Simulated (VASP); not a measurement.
# Cu (P6_3/mmc) in VASP: a series of runs

Runs on Cu. Level: PBEsol. Tasks: single point, relaxation of cell and atoms.

Program: VASP 6.6.1. These are calculated values, not measurements. Logs are shortened: lines on timing, memory, paths and dates and some standing lists are left out, and cuts for length are marked.

## Step 1: The cell of the first run

It takes space group P6_3/mmc (No. 194, hexagonal). The conventional cell has a = 2.511 Å, b = 2.511 Å, c = 4.143 Å, α = 90.00°, β = 90.00°, γ = 120.00°. Within 3.3 Å of Cu (site symmetry -6m2) lie 12 Cu at 2.51 to 2.53 Å.

## Step 2: Single point, PBEsol

Contents of INCAR:

```
PREC     = Accurate       # precision mode
ENCUT    = 520            # plane-wave cutoff, eV
EDIFF    = 1E-6           # SCF threshold, eV
ISMEAR   = 1              # smearing method
SIGMA    = 0.05           # smearing width, eV
LREAL    = False          # projectors in reciprocal space
LASPH    = True           # aspherical terms in the spheres
NELM     = 80             # most SCF steps
ALGO     = Normal         # electronic algorithm
ISIF     = 2              # what is computed and relaxed
LWAVE    = False          # write WAVECAR
LCHARG   = False          # write CHGCAR
GGA      = PS             # functional
NBANDS   = 18             # bands
```

Contents of KPOINTS:

```
Automatic mesh
0
Gamma
  11 11 6
```

Contents of POSCAR:

```
Cu
1.0
    2.5114561145      0.0000000000      0.0000000000
   -1.2557280573      2.1749847957      0.0000000000
    0.0000000000      0.0000000000      4.1425394165
Cu
2
Direct
    0.3333333333      0.6666666667      0.2500000000
    0.6666666667      0.3333333333      0.7500000000
```

Potentials or basis: VASP PAW PBE potentials, release 64 (Cu).

On the command line:

```bash
$ cat potpaw_PBE.64/Cu/POTCAR > POTCAR
$ mpirun -np 1 vasp_std > vasp.out
```

OUTCAR:

```text
PREC = Accurate
   ENCUT = 520
   EDIFF = 1E-6
   ISMEAR = 1
   LREAL = False
   LASPH = True
   NELM = 80
   ISIF = 2
   GGA = PS

 ion  position               nearest neighbor table
   1  0.333  0.667  0.250-   2 2.53   2 2.53   2 2.53   2 2.53   2 2.53   2 2.53
   2  0.667  0.333  0.750-   1 2.53   1 2.53   1 2.53   1 2.53   1 2.53   1 2.53

  LATTYP: Found a hexagonal cell.
 ALAT       =     2.5114561145
 C/A-ratio  =     1.6494572183

  Lattice vectors:

 A1 = (   2.5114561145,   0.0000000000,   0.0000000000)
 A2 = (  -1.2557280573,   2.1749847957,   0.0000000000)
 A3 = (   0.0000000000,   0.0000000000,   4.1425394165)

Analysis of symmetry for initial positions (statically):
=====================================================================
 Subroutine PRICEL returns:
 Original cell was already a primitive cell.

 Routine SETGRP: Setting up the symmetry group for a
 hexagonal supercell.

 Subroutine GETGRP returns: Found 24 space group operations
 (whereof 12 operations were pure point group operations)
 out of a pool of 24 trial point group operations.

The static configuration has the point symmetry D_3d.
 The point group associated with its full space group is D_6h.

Analysis of symmetry for dynamics (positions and initial velocities):
=====================================================================
 Subroutine PRICEL returns:
 Original cell was already a primitive cell.

 Routine SETGRP: Setting up the symmetry group for a
 hexagonal supercell.

 Subroutine GETGRP returns: Found 24 space group operations
 (whereof 12 operations were pure point group operations)
 out of a pool of 24 trial point group operations.

The dynamic configuration has the point symmetry D_3d.
 The point group associated with its full space group is D_6h.

 Subroutine INISYM returns: Found 24 space group operations
 (whereof 12 operations are pure point group operations),
 and found     1 'primitive' translations

----------------------------------------------------------------------------------------

                                     Primitive cell

  volume of cell :      22.6281

  direct lattice vectors                    reciprocal lattice vectors
     2.511456115  0.000000000  0.000000000     0.398175383  0.229886664  0.000000000
    -1.255728057  2.174984796  0.000000000     0.000000000  0.459773329  0.000000000
     0.000000000  0.000000000  4.142539417     0.000000000  0.000000000  0.241397824

  length of vectors
     2.511456115  2.511456115  4.142539417     0.459773329  0.459773329  0.241397824

  position of ions in fractional coordinates (direct lattice)
     0.333333333  0.666666667  0.250000000
     0.666666667  0.333333333  0.750000000

  ion indices of the primitive-cell ions
   primitive index   ion index
                 1           1
                 2           2

----------------------------------------------------------------------------------------

 KPOINTS: Automatic mesh

Automatic generation of k-mesh.
 Grid dimensions read from file:
 generate k-points for:   11   11    6

 Generating k-lattice:

  Cartesian coordinates                     Fractional coordinates (reciprocal lattice)
     0.036197762  0.020898788  0.000000000     0.090909091  0.000000000  0.000000000
     0.000000000  0.041797575  0.000000000     0.000000000  0.090909091  0.000000000
     0.000000000  0.000000000  0.040232971     0.000000000  0.000000000  0.166666667

  Length of vectors
     0.041797575  0.041797575  0.040232971

  Shift w.r.t. Gamma in fractional coordinates (k-lattice)
     0.000000000  0.000000000  0.000000000

 Subroutine IBZKPT returns following result:
 ===========================================

 Found     64 irreducible k-points:

 Following reciprocal coordinates:
            Coordinates               Weight
  0.000000  0.000000  0.000000      1.000000
  0.090909  0.000000  0.000000      6.000000
  0.181818  0.000000  0.000000      6.000000
  0.272727 -0.000000  0.000000      6.000000
  0.363636  0.000000  0.000000      6.000000
  0.454545  0.000000  0.000000      6.000000
[... 16 lines left out ...]
  0.090909  0.090909  0.166667     12.000000
  0.181818  0.090909  0.166667     24.000000
 [... further k-points ...]
   k-points           NKPTS =     64   k-points in BZ     NKDIM =     64   number of bands    NBANDS=     18
   number of dos      NEDOS =    301   number of ions     NIONS =      2
   total plane-waves  NPLWV =  12800
   dimension x,y,z NGX =    20 NGY =   20 NGZ =   32
   dimension x,y,z NGXF=    40 NGYF=   40 NGZF=   64
   ions per type =               2
   NGX,Y,Z   is equivalent  to a cutoff of  13.24, 13.24, 12.84 a.u.
   NGXF,Y,Z  is equivalent  to a cutoff of  26.48, 26.48, 25.68 a.u.
 SYSTEM =  unknown system
   PREC   = accura    normal or accurate (medium, high low for compatibility)
   ISTART =      0    job   : 0-new  1-cont  2-samecut
   ICHARG =      2    charge: 1-file 2-atom 10-const
   ISPIN  =      1    spin polarized calculation?
   LNONCOLLINEAR =      F non collinear calculations
   LSORBIT =      F    spin-orbit coupling
   LASPH  =      T    aspherical Exc in radial PAW
   ENCUT  =  520.0 eV  38.22 Ry    6.18 a.u.   4.67  4.67  7.70*2*pi/ulx,y,z
   NELM   =     80;   NELMIN=  2; NELMDL= -5     # of ELM steps
   EDIFF  = 0.1E-05   stopping-criterion for ELM
   LREAL  =      F    real-space projection
   EDIFFG = 0.1E-04   stopping-criterion for IOM
   NSW    =      0    number of steps for IOM
   IBRION =     -1    ionic relax: 0-MD 1-quasi-New 2-CG
   NFREE  =      0    steps in history (QN), initial steepest desc. (CG)
   ISIF   =      2    stress and relaxation
   ISYM   =      2    0-nonsym 1-usesym 2-fastsym
   POTIM  = 0.5000    time-step for ionic-motion
   TEBEG  =    0.0;   TEEND  =   0.0 temperature during run
   PSTRESS=    0.0 pullay stress
   NELECT =      22.0000    total number of electrons
   NUPDOWN=      -1.0000    fix difference up-down
   EMIN   =  10.00;   EMAX   =-10.00  energy-range for DOS
   EFERMI =   0.00;   METHOD = LEGACY
   ISMEAR =     1;   SIGMA  =   0.05  broadening in eV -4-tet -1-fermi 0-gaus
   EFERMI_NEDOS =   21; number of points for ismear=-14 and -15
   IALGO  =     38    algorithm
   IMIX   =      4    mixing-type and parameters
     AMIX     =   0.40;   BMIX     =  1.00
     AMIX_MAG =   1.60;   BMIX_MAG =  1.00
  volume/ion in A,a.u.               =      11.31        76.35
  Fermi-wavevector in a.u.,A,eV,Ry     =   1.621808  3.064774 35.786897  2.630263
  Thomas-Fermi vector in A             =   2.715524
   LORBIT       =      0    0 simple, 1 ext, 2 COOP (PROOUT), +10 PAW based schemes
   GGA     = PS    functional components
   LHFCALC =     F    Hartree Fock is set to
   AEXX    =    0.0000 exact exchange contribution
   IVDW    =     0    specifies the selected vdW correction
   LEPSILON=     F    determine dielectric tensor
   LRPA    =     F    only Hartree local field effects (RPA)
 non-spin polarized calculation
 Methfessel and Paxton  Order N= 1 SIGMA  =   0.05
  energy-cutoff  :      520.00
  volume of cell :       22.63
 maximum number of plane-waves:       622
 NGX is ok and might be reduce to    20
   NGX =  9   NGY =  9   NGZ = 15

 number of electron      21.9999991 magnetization

 Free energy of the ion-electron system (eV)
  ---------------------------------------------------
  ext. energy  EPLUGINS =         0.00000000
  ---------------------------------------------------
  free energy    TOTEN  =        -8.60177286 eV

  energy without entropy =       -8.60162862  energy(sigma->0) =       -8.60172478

 E-fermi :   8.0386     XC(G=0): -13.1603

 val. band max:        8.0226906971   @ k =   0.2727   0.1818   0.5000
 cond. band min:       8.0806133097   @ k =   0.4545   0.0000   0.5000
 fundamental gap:      0.0579226126
 Fermi energy:         8.0386098794

 k-point     1 :       0.0000    0.0000    0.0000
  band No.  band energies     occupation
      1      -1.7795      2.00000
      2       2.5732      2.00000
      3       4.7333      2.00000
      4       4.8383      2.00000
      5       4.8383      2.00000
      6       5.0533      2.00000
[... 10 lines left out ...]
     17      32.1220      0.00000
     18      32.1420      0.00000

 k-point     2 :       0.0909    0.0000    0.0000
  band No.  band energies     occupation
      1      -1.5023      2.00000
      2       2.7364      2.00000
      3       4.6176      2.00000
      4       4.9230      2.00000
      5       4.9424      2.00000
      6       5.0087      2.00000
[... 10 lines left out ...]
     17      32.3002      0.00000
     18      33.2097      0.00000

 k-point     3 :       0.1818    0.0000    0.0000
  band No.  band energies     occupation
      1      -0.6950      2.00000
      2       3.1326      2.00000
      3       4.4099      2.00000
      4       4.4914      2.00000
      5       4.8379      2.00000
      6       5.1833      2.00000
[... 10 lines left out ...]
     17      29.4246      0.00000
     18      31.4538      0.00000

 k-point     4 :       0.2727   -0.0000    0.0000
  band No.  band energies     occupation
      1       0.5447      2.00000
      2       3.4149      2.00000
      3       3.9285      2.00000
      4       4.3088      2.00000
      5       4.7650      2.00000
      6       5.0188      2.00000
[... 375 lines left out ...]
      4       4.1357      2.00000
      5       4.8817      2.00000
      6       5.0738      2.00000
[... 10 lines left out ...]
     17      22.0459      0.00000
     18      27.7315      0.00000

 k-point    23 :       0.0909    0.0909    0.1667
  band No.  band energies     occupation
      1      -0.7132      2.00000
      2       2.9075      2.00000
      3       4.4362      2.00000
      4       4.4751      2.00000
      5       4.8261      2.00000
      6       4.9818      2.00000
[... 10 lines left out ...]
     17      29.5200      0.00000
     18      30.6861      0.00000

 k-point    24 :       0.1818    0.0909    0.1667
  band No.  band energies     occupation
      1       0.2978      2.00000
      2       3.3745      2.00000
      3       3.9753      2.00000
      4       4.2753      2.00000
      5       4.7270      2.00000
      6       4.9424      2.00000
[... 10 lines left out ...]
     17      28.1696      0.00000
     18      30.0445      0.00000

 [... further k-points ...]

------------------------ aborting loop because EDIFF is reached ----------------------------------------

  FORCE on cell =-STRESS in cart. coord.  units (eV):
  Direction    XX          YY          ZZ          XY          YZ          ZX
  --------------------------------------------------------------------------------------
  -------------------------------------------------------------------------------------
  Total        0.1061287      0.1061287      0.0971198     -0.0000000      0.0000000     -0.0000000
  in kB        7.5144135      7.5144135      6.8765394     -0.0000000      0.0000000     -0.0000000
  external PRESSURE =       7.3017888 kB  Pullay stress =       0.0000000 kB

 VOLUME and BASIS-vectors are now :
 -----------------------------------------------------------------------------
  energy-cutoff  :      520.00
  volume of cell :       22.63
      direct lattice vectors                 reciprocal lattice vectors
     2.511456115  0.000000000  0.000000000     0.398175383  0.229886664  0.000000000
    -1.255728057  2.174984796  0.000000000     0.000000000  0.459773329  0.000000000
     0.000000000  0.000000000  4.142539417     0.000000000  0.000000000  0.241397824

 POSITION                                       TOTAL-FORCE (eV/Angst)
 -----------------------------------------------------------------------------------
     -0.00000      1.44999      1.03563         0.000000     -0.000000      0.000000
      1.25573      0.72499      3.10690        -0.000000      0.000000      0.000000
 -----------------------------------------------------------------------------------
    total drift:                               -0.000000      0.000000     -0.000000

  FREE ENERGIE OF THE ION-ELECTRON SYSTEM (eV)
  ---------------------------------------------------
  free  energy   TOTEN  =        -8.6017728593 eV

  energy  without entropy=       -8.6016286168  energy(sigma->0) =       -8.60172478
```

It took 9.3 s on 1 thread of Intel Xeon 6975P-C (Granite Rapids), shared host; peak memory 0.14 GiB.

What came out:

| Item | Value |
| --- | --- |
| Free energy | -8.6018 eV |
| Pressure | 0.7 GPa |
| Band gap on the k mesh | zero (band 11 reaches 11.46 eV, above the bottom of band 12 at 5.93 eV) |

Levels at points of the mesh, in eV from the Fermi level:
```csv
k point,band 8,band 9,band 10,band 11,band 12,band 13,band 14,band 15
"(0.00, 0.00, 0.00)",-2.64,-2.64,-1.87,-1.87,-1.35,3.72,21.73,22.48
"(0.00, 0.00, 0.50)",-3.23,-2.11,-2.11,-2.11,-2.11,12.42,12.42,22.43
```

Caveat: the PAW data sets were made with another functional, which shifts forces and pressure a little.

## Step 3: Relaxation of cell and atoms, PBEsol

This run uses another cell than the first one, of 11.86 Å³/atom, 1.049 times its volume.

Contents of INCAR:

```
ALGO     = Normal         # electronic algorithm
EDIFF    = 1E-7           # SCF threshold, eV
EDIFFG   = -0.02          # ionic threshold
ENCUT    = 600            # plane-wave cutoff, eV
GGA      = PS             # functional
IBRION   = 2              # ionic algorithm
ISIF     = 3              # what is computed and relaxed
ISMEAR   = 1              # smearing method
LASPH    = True           # aspherical terms in the spheres
LCHARG   = False          # write CHGCAR
LREAL    = False          # projectors in reciprocal space
LWAVE    = False          # write WAVECAR
NELM     = 100            # most SCF steps
NSW      = 80             # ionic steps
PREC     = Accurate       # precision mode
SIGMA    = 0.05           # smearing width, eV
```

Contents of KPOINTS:

```
k-points
0
Gamma
  11 11 6
```

Contents of POSCAR:

```
Cu
1.0
    2.5600000000      0.0000000000      0.0000000000
   -1.2800000000      2.2170250337      0.0000000000
    0.0000000000      0.0000000000      4.1804800000
Cu
2
Direct
    0.3333333333      0.6666666667      0.2500000000
    0.6666666667      0.3333333333      0.7500000000
```

Potentials or basis: VASP PAW PBE potentials, release 64 (Cu).

On the command line:

```bash
$ cat potpaw_PBE.64/Cu/POTCAR > POTCAR
$ mpirun -np 1 vasp_std > vasp.out
```

It took 92 s on 1 thread of Intel Xeon Platinum 8259CL at 2.50GHz (Skylake/Cascade Lake), shared host; peak memory 0.15 GiB.

Results (log left out):

```
Free energy                            : -8.6026 eV
Relaxed volume                         : 11.38 Å³/atom
Relaxed cell                           : a = 2.517 Å, b = 2.517 Å, c = 4.146 Å, α = 90.00°, β = 90.00°, γ = 120.00°
Space group after relaxing (to 0.05 Å) : P6_3/mmc (No. 194)
Energy gained by relaxing              : 10.6 meV/atom
Ionic steps                            : 5
Pressure after relaxing                : -0.1 GPa
Band gap on the k mesh                 : zero (band 11 reaches 11.37 eV, above the bottom of band 12 at 5.87 eV)
```

Stress tensor (GPa, compression positive):
```
-0.21  0.00  0.00
 0.00 -0.21  0.00
 0.00  0.00  0.09
```

The path:
| step | energy change (eV) | largest force (eV/Å) | pressure (GPa) | volume (Å³) |
| --- | --- | --- | --- | --- |
| 1 | 0.0000 | 0.0000 | -6.26 | 23.73 |
| 2 | -0.0137 | 0.0000 | 4.39 | 22.17 |
| 3 | -0.0211 | 0.0000 | 0.10 | 22.72 |
| 4 | -0.0210 | 0.0000 | -0.05 | 22.74 |
| 5 | -0.0213 | 0.0000 | -0.11 | 22.75 |

Final structure:
```yaml
crystal:
  lattice:
    - [2.51736, 0.00000, 0.00000]
    - [-1.25868, 2.18010, 0.00000]
    - [0.00000, 0.00000, 4.14593]
  atoms:
    - { symbol: Cu, position: [0.33333, 0.66667, 0.25000] }
    - { symbol: Cu, position: [0.66667, 0.33333, 0.75000] }
```

Levels at points of the mesh, in eV from the Fermi level:
```
           k point  band 9  band 10  band 11  band 12  band 13  band 14
(0.00, 0.00, 0.00)   -2.63    -1.86    -1.86    -1.32     3.71    21.66
(0.00, 0.00, 0.50)   -2.10    -2.10    -2.10    -2.10    12.41    12.41
```

Caveat: the PAW data sets were made with another functional, which shifts forces and pressure a little.

## Step 4: Relaxation of cell and atoms, PBEsol, target pressure 20 GPa, at which the enthalpy is minimised

This run uses another cell than the first one, of 11.86 Å³/atom, 1.049 times its volume.

Contents of INCAR:

```
SYSTEM = Cu
ALGO = Normal
EDIFF = 1E-6
EDIFFG = -0.02
ENCUT = 600
GGA = PS
IBRION = 2
ISIF = 3
ISMEAR = 1
LASPH = .True.
LCHARG = .False.
LREAL = .False.
LWAVE = .False.
NELM = 80
NSW = 80
PREC = Accurate
PSTRESS = 200.0
SIGMA = 0.05
```

Contents of KPOINTS:

```
k-points
0
Gamma
  11 11 6
  0 0 0
```

POSCAR is that of step 3.

On the command line:

```bash
$ cat potpaw_PBE.64/Cu/POTCAR > POTCAR
$ mpirun -np 1 vasp_std > vasp.out
```

Wall time 1.8 min (1 thread of Intel Xeon Platinum 8259CL at 2.50GHz (Skylake/Cascade Lake), shared host); peak memory 0.15 GiB.

It converged, with:

| Property | Result |
| --- | --- |
| Free energy | -8.4861 eV |
| Relaxed volume | 10.33 Å³/atom |
| Relaxed cell | a = 2.438 Å, b = 2.438 Å, c = 4.013 Å, α = 90.00°, β = 90.00°, γ = 120.00° |
| Space group after relaxing (to 0.05 Å) | P6_3/mmc (No. 194) |
| Energy change on relaxing (the enthalpy is what falls) | +47.6 meV/atom |
| Ionic steps | 7 |
| Pressure after relaxing | 19.8 GPa |
| Band gap on the k mesh | zero (band 11 reaches 12.89 eV, above the bottom of band 12 at 7.01 eV) |

Stress tensor (GPa, compression positive):
```
19.70  0.00  0.00
 0.00 19.70  0.00
 0.00  0.00 19.97
```

The path:
```csv
step,energy change (eV),largest force (eV/Å),pressure (GPa),volume (Å³)
1,0.0000,0.0000,-6.27,23.73
2,0.9355,0.0000,77.90,17.65
3,0.0861,0.0000,18.75,20.73
4,0.0959,0.0000,19.67,20.65
5,0.1033,0.0000,20.41,20.59
6,0.0941,0.0000,19.67,20.66
7,0.0952,0.0000,19.79,20.66
```

Final structure:
```
CELL_PARAMETERS angstrom
2.43796 0.00000 0.00000
-1.21898 2.11133 0.00000
0.00000 0.00000 4.01284
ATOMIC_POSITIONS crystal
Cu 0.33333 0.66667 0.25000
Cu 0.66667 0.33333 0.75000
```

Levels at points of the mesh, in eV from the Fermi level:
```tsv
k point	band 8	band 9	band 10	band 11	band 12	band 13	band 14	band 15
(0.00, 0.00, 0.00)	-2.88	-2.88	-1.99	-1.99	-1.62	4.24	22.44	23.91
(0.00, 0.00, 0.50)	-3.56	-2.26	-2.26	-2.26	-2.26	13.28	13.28	23.18
```

Caveat: the cell is relaxed towards a set pressure, so the enthalpy falls and the energy may rise; the PAW data sets were made with another functional, which shifts forces and pressure a little.

## Step 5: The runs side by side

```csv
task,cell,cutoff (eV),gap on the mesh (eV),pressure (GPa)
single point,"a = 2.511, b = 2.511, c = 4.143 Å, angles 90.0, 90.0, 120.0°, 2 atoms",520,none,0.7
relaxation of cell and atoms,"relaxed from a = 2.560, b = 2.560, c = 4.180 Å, angles 90.0, 90.0, 120.0°, 2 atoms",600,none,-0.1
relaxation of cell and atoms,"relaxed to 20 GPa from a = 2.560, b = 2.560, c = 4.180 Å, angles 90.0, 90.0, 120.0°, 2 atoms",600,none,19.8
```

Alike in all rows: level PBEsol; potentials or basis VASP PAW PBE potentials, release 64 (Cu); no spin polarisation; k mesh 11 × 11 × 6; smearing methfessel-paxton 0.05 eV.

Caveats: the PAW data sets were made with another functional, which shifts forces and pressure a little; the cell is relaxed towards a set pressure, so the enthalpy falls and the energy may rise (some runs).

Absolute energies hang on the potentials; compare differences alone.
